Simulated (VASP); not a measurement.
## AlSi23HO48 (a cell with a defect): single point with PBE+D3(BJ)

System: AlSi23HO48 (a cell with a defect).

```xyz
73
Lattice="9.8316 0.0000 0.0000 -4.9158 8.5144 0.0000 0.0000 0.0000 10.8182" Properties=species:S:1:pos:R:3 pbc="T T T"
Si    2.6616    0.0013    1.7334
Si   -1.3158    2.3319    3.6485
Si    1.0757    1.9814    0.0114
Si   -2.2801    8.4833    7.1571
Si    8.4804    2.2949    9.0565
Si    1.1840    1.9078    5.3723
Si    0.1708    4.2744    1.8270
Si   -3.7419    6.5595    3.6051
Si   -1.3104    6.1991   10.7670
Si    6.0491    6.5226    8.9967
Si   -1.2784    6.2627    5.3795
Si    7.5117    0.0850    1.7936
Si    3.6107    2.2395    3.5506
Si    5.9936    2.0005   10.8002
Si    7.5557    0.0243    7.2006
Si    3.4920    2.2910    8.9783
Si    6.0371    1.9890    5.4152
Si    5.0909    4.2734    1.8303
Si    1.1251    6.5805    3.5786
Si    3.6584    6.3403    0.0698
Si    4.9862    4.2626    7.1848
Si    1.2159    6.5575    9.0878
Si    3.6056    6.3014    5.3580
O    -0.3316    1.7153    4.7858
O     1.0970    3.0956    1.1999
O    -0.7531    3.7300    3.0467
O     1.6747    0.5856    0.5796
O     2.1104    2.4131    4.1232
O     3.6301    1.1616    2.3280
O    -0.4247    1.7109   10.2782
O     1.2587    2.9470    6.5864
O    -0.8094    3.6913    8.5166
O     1.7090    0.4581    5.9140
O     2.0145    2.5218    9.6050
O     3.5218    1.1729    7.8051
O    -2.8044    6.0760    4.8337
O    -1.3005    7.3835    1.0621
O    -3.1811    7.9209    2.9274
O    -0.7949    4.8318    0.6387
O    -0.3697    6.8422    4.1446
O     1.1307    5.4552    2.3976
O    -2.8023    5.9803   10.1767
O    -1.2576    7.3575    6.5995
O    -3.2283    7.8951    8.3469
O    -0.7038    4.8848    5.9217
O    -0.3286    6.6307    9.5224
O     1.4244    5.2848    7.9719
O     4.5908    1.7116    4.7394
O     5.9985    3.0990    1.1810
O     4.1239    3.6774    2.9916
O     6.5261    0.5866    0.5903
O     7.0505    2.6018    4.3016
O     8.4016    1.2894    2.4026
O     4.5026    1.8350   10.1683
O     5.8949    3.0387    6.6542
O     3.8941    3.7513    8.3183
O     6.6075    0.5916    6.0106
O     6.9598    2.4920    9.6022
O     8.4783    1.1712    7.8600
O     2.1061    6.0823    4.7823
O     3.6300    7.4804    1.2177
O     1.6727    7.9824    2.9749
O     4.1639    4.9234    0.6594
O     4.5850    6.8234    4.1720
O     6.0692    5.4003    2.4593
O     2.1453    6.1124   10.3250
O     3.5895    7.3691    6.5916
O     1.6630    7.9163    8.3604
O     4.1180    4.8784    5.9586
O     4.5827    6.8148    9.6384
O     5.9452    5.3786    7.8495
Al    0.1692    4.1347    7.1783
H     2.2439    4.8000    8.0945
```

```yaml
Program: VASP 6.6.1
Task: single point
Functional: PBE
Dispersion: D3(BJ)
Potentials_or_basis: VASP PAW PBE potentials, release 64 (Si, O, Al, H)
Cutoff: 520 eV
k_mesh: 1 × 1 × 1
Occupations: gaussian, width 0.02 eV
Spin: no spin polarisation
Dipole_correction: no
Further_INCAR_settings: LREAL = Auto; ALGO = Normal; EDIFF = 1e-07; NBANDS = 234
```

| Property | Result |
| --- | --- |
| Pressure | 0.9 GPa |
| Largest force | 1.589 eV/Å |
| Band gap on the k mesh | 5.40 eV |
| Dispersion energy per atom | -0.142 eV |

Forces in eV/Å, atoms in the order of the input:
```
Si   0.014 -0.003 -0.003
Si  -0.010  0.017 -0.003
Si   0.010 -0.012 -0.006
Si   0.020  0.015  0.023
Si  -0.024 -0.027  0.011
Si  -0.016 -0.035 -0.037
Si   0.012 -0.004 -0.001
Si  -0.010  0.019 -0.003
Si  -0.012 -0.013 -0.006
Si  -0.009 -0.001 -0.010
Si  -0.020  0.010 -0.008
Si   0.016  0.003 -0.002
Si   0.001  0.012  0.003
Si  -0.028 -0.014 -0.001
Si   0.011  0.005 -0.005
Si   0.018  0.074 -0.031
Si  -0.010 -0.002  0.015
Si   0.013 -0.003 -0.006
Si   0.002  0.014 -0.004
Si   0.006 -0.019  0.000
Si  -0.029 -0.027  0.052
Si  -0.063  0.060  0.017
Si   0.007 -0.024 -0.001
O    0.005  0.002  0.010
O   -0.004 -0.006 -0.003
O    0.001  0.002  0.001
O    0.005 -0.003  0.005
O   -0.013 -0.003  0.010
O    0.002  0.004  0.005
O   -0.017  0.000 -0.007
O   -0.004  0.048  0.045
O    0.040  0.058 -0.030
O   -0.002  0.001 -0.011
O   -0.025 -0.005  0.015
O   -0.009 -0.016 -0.011
O    0.012  0.004  0.007
O   -0.003 -0.007 -0.003
O    0.006 -0.004 -0.001
O    0.010 -0.004  0.001
O   -0.015 -0.004  0.004
O    0.001  0.007  0.000
O   -0.002  0.007  0.002
O    0.005 -0.016 -0.010
O    0.011  0.004 -0.009
O    0.030 -0.039  0.031
O    0.000 -0.014  0.002
O   -1.338  0.760 -0.181
O   -0.008  0.004 -0.006
O   -0.005 -0.004 -0.001
O    0.005  0.003  0.003
O    0.006 -0.003  0.001
O    0.000 -0.005 -0.005
O   -0.003  0.007  0.003
O    0.008 -0.002  0.011
O    0.010 -0.015 -0.018
O    0.051 -0.039 -0.002
O    0.007 -0.003  0.000
O    0.015 -0.006 -0.007
O    0.000  0.014  0.015
O   -0.007  0.007  0.000
O   -0.008 -0.002  0.001
O    0.002 -0.004  0.001
O    0.008 -0.003  0.005
O   -0.003 -0.005 -0.002
O   -0.001  0.012  0.006
O   -0.004 -0.007 -0.016
O   -0.004 -0.008  0.000
O    0.013 -0.008 -0.015
O   -0.002  0.018 -0.015
O   -0.009 -0.002  0.005
O    0.001  0.021  0.005
Al  -0.027  0.006 -0.010
H    1.362 -0.800  0.174
```

Stress tensor (GPa, compression positive):
```
 0.57  0.00 -0.05
 0.00  0.99 -0.15
-0.05 -0.15  1.02
```

Levels at points of the mesh, in eV from the valence-band top:
| k point | band 188 | band 189 | band 190 | band 191 | band 192 | band 193 | band 194 | band 195 | band 196 | band 197 |
| --- | --- | --- | --- | --- | --- | --- | --- | --- | --- | --- |
| (0.00, 0.00, 0.00) | -0.46 | -0.39 | -0.35 | -0.22 | 0.00 | 5.40 | 7.25 | 7.40 | 7.62 | 7.72 |

It took 6.9 min on 1 thread of Intel(R) Xeon(R) Platinum 8124M CPU @ 3.00GHz (Skylake/Cascade Lake), with other jobs on the host, peak memory 0.97 GiB.

Caveat: the k points lie up to 0.74 Å⁻¹ apart.
